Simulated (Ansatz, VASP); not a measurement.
# Two plane-wave programs on Cs3Hf

```
Cs Hf
1.0
     6.34571    0.00000    0.00000
     0.00000    6.34571    0.00000
     0.00000    0.00000    6.34571
Cs Hf
3 1
Cartesian
  0.0000 3.1729 3.1729
  3.1729 0.0000 3.1729
  3.1729 3.1729 0.0000
  0.0000 0.0000 0.0000
```

Alike in both runs: functional PBE; k mesh 8 × 8 × 8; occupations gaussian, width 0.1 eV; no spin polarisation.

Ansatz relaxed the structure, and its values are those at the end. VASP's run is a single point on that final structure, the one shown.

|  | VASP | Ansatz |
| --- | --- | --- |
| version | VASP 6.6.1 | Ansatz 0.2.0 |
| potentials or method | VASP PAW PBE potentials, release 64 (Cs_sv, Hf_pv), cutoff 520 eV | scalar-relativistic, plane waves, PAW |
| valence electrons in the cell | 37 | 53 |

```tsv
	VASP	Ansatz	Ansatz less VASP
gap on the k mesh at the Fermi level (eV)	none	none	-
pressure (GPa)	0.0	0.0	0.00
```

A gap of «none» marks a metal or a gap that the smearing closes. With one functional, cell and mesh, what is left measures potentials, basis and numerics. VASP's potentials hold 37 valence electrons a cell and Ansatz's 53, so a difference there can come from the potentials and not from the codes.

Spin-orbit coupling is off throughout.
